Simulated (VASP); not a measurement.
A run of VASP 6.6.1:

The input INCAR:

```
PREC = Accurate
ENCUT = 520
EDIFF = 1E-6
ISMEAR = -1
SIGMA = 0.05
LREAL = False
LASPH = True
NELM = 80
ALGO = Normal
ISIF = 2
LWAVE = False
LCHARG = True
GGA = PS
LELF = True
LVHAR = True
NBANDS = 32
```

File KPOINTS:

```
Automatic mesh
0
Gamma
  6 6 6
```

Contents of POSCAR:

```
Sn3Te
1.0
    4.3295793245      0.0000000000      0.0000000000
    0.0000000000      4.3295793245      0.0000000000
    0.0000000000      0.0000000000      4.3295793245
Te Sn
1 3
Direct
    0.0000000000      0.0000000000      0.0000000000
    0.0000000000      0.5000000000      0.5000000000
    0.5000000000      0.0000000000      0.5000000000
    0.5000000000      0.5000000000      0.0000000000
```

Potentials or basis: VASP PAW PBE potentials, release 64 (Te, Sn_d).

Launch:

```console
$ cat potpaw_PBE.64/Te/POTCAR potpaw_PBE.64/Sn_d/POTCAR > POTCAR
$ mpirun -np 1 vasp_std > vasp.out
```

Hardware: 1 thread of Intel(R) Xeon(R) 6975P-C (Granite Rapids), on a shared host.

Task: How long does it take, and how much memory?

Result: Run time: 14 s on 1 thread of Intel(R) Xeon(R) 6975P-C (Granite Rapids), with other jobs on the host, peak memory 0.19 GiB. Counts: scf iterations 11, k points 20.
